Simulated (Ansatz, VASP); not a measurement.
# One calculation of BN, two programs

File POSCAR:

```
BN
1.0
    0.0000000000      1.8048245542      1.8048245542
    1.8048245542      0.0000000000      1.8048245542
    1.8048245542      1.8048245542      0.0000000000
B N
1 1
Direct
    0.0000000000      0.0000000000      0.0000000000
    0.2500000000      0.2500000000      0.2500000000
```

The input INCAR.step1:

```
PREC = Accurate
ENCUT = 520
EDIFF = 1E-5
ISMEAR = 0
SIGMA = 0.01
LREAL = False
LASPH = True
NELM = 80
ALGO = Normal
ISIF = 2
LWAVE = True
LCHARG = False
NBANDS = 11
GGA = PE
```

INCAR.step2

```
PREC = Accurate
ENCUT = 520
EDIFF = 1E-7
ISMEAR = 0
SIGMA = 0.01
LREAL = False
LASPH = True
NELM = 80
ALGO = Normal
ISIF = 2
LWAVE = False
LCHARG = False
GGA = PE
LHFCALC = True
AEXX = 0.35
HFSCREEN = 0.5
PRECFOCK = Normal
NBANDS = 11
ISTART = 1
```

File KPOINTS:

```
regular mesh
0
Gamma
  6 6 6
```

Input for Ansatz:

```yaml
crystal:
  lattice:
    - [0.0, 1.8048245542, 1.8048245542]
    - [1.8048245542, 0.0, 1.8048245542]
    - [1.8048245542, 1.8048245542, 0.0]
  atoms:
    - { symbol: B, position: [0.0, 0.0, 0.0] }
    - { symbol: "N", position: [0.25, 0.25, 0.25] }
kpoints:
  mp_grid: { grid: [6, 6, 6] }
hamiltonian:
  xc: { exchange: pbe, correlation: pbe, exx: { coeff: 0.35, omega: 0.5 } }
scf:
  occupations: { method: fixed }
  n_extra_bands: 4
output:
  forces: true
  stress: true
  eigenvalues: true
```

Alike in both runs: task single point; functional PBE-based screened hybrid; k mesh 6 × 6 × 6; no spin polarisation.

```csv
,VASP,Ansatz
version,VASP 6.6.1,Ansatz 0.2.0
potentials or method,"VASP PAW PBE potentials, release 64 (B, N)",plane waves
plane-wave cutoff (eV),520,420
occupations,"gaussian, width 0.01 eV",fixed
valence electrons in the cell,8,8
```

VASP gave:

```
gap on the k mesh at the Fermi level (eV) : 5.47
pressure (GPa)                            : -5.4
```

**Question.** What did Ansatz give for the same quantities?

**Answer.** gap on the k mesh at the Fermi level (eV): 5.48; pressure (GPa): -6.0.

VASP's potentials were made for PBE, not for PBE-based screened hybrid. Ansatz's warnings: stress exchange threshold loose, stress scf threshold loose.

The k mesh is coarse, so the values compare programs but aren't converged.
